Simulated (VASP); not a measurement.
Crystal: Hf.

```
Hf
1.0
    -1.80500    1.80500    1.80500
     1.80500   -1.80500    1.80500
     1.80500    1.80500   -1.80500
Hf
1
Direct
  0.00000 0.00000 0.00000
```

```yaml
Program: VASP 6.6.1
Task: relaxation of cell and atoms
Functional: BLYP
Potentials_or_basis: VASP PAW PBE potentials, release 64 (Hf_pv)
Cutoff: 600 eV
k_mesh: 10 × 10 × 10
Occupations: fermi-dirac, width 0.05 eV
Spin: no spin polarisation
```

At the start: pressure -2.5 GPa; volume 23.52 Å³/atom.

Task: How do energy, volume and symmetry change on relaxing?

Result: Over 3 steps the energy falls by 5.1 meV/atom and the volume is 22.89 Å³/atom (-2.7 %); space group Im-3m (No. 229, to 0.05 Å).

Step by step:
```tsv
step	energy change (eV)	largest force (eV/Å)	pressure (GPa)	volume (Å³)
1	0.0000	0.0000	-2.54	23.52
2	0.0001	0.0000	2.75	22.28
3	-0.0051	0.0000	-0.02	22.89
```

Final structure:
```
CELL_PARAMETERS angstrom
-1.78872 1.78872 1.78872
1.78872 -1.78872 1.78872
1.78872 1.78872 -1.78872
ATOMIC_POSITIONS crystal
Hf 0.00000 0.00000 0.00000
```

Caveat: the PAW data sets were made with another functional, which shifts forces and pressure a little.
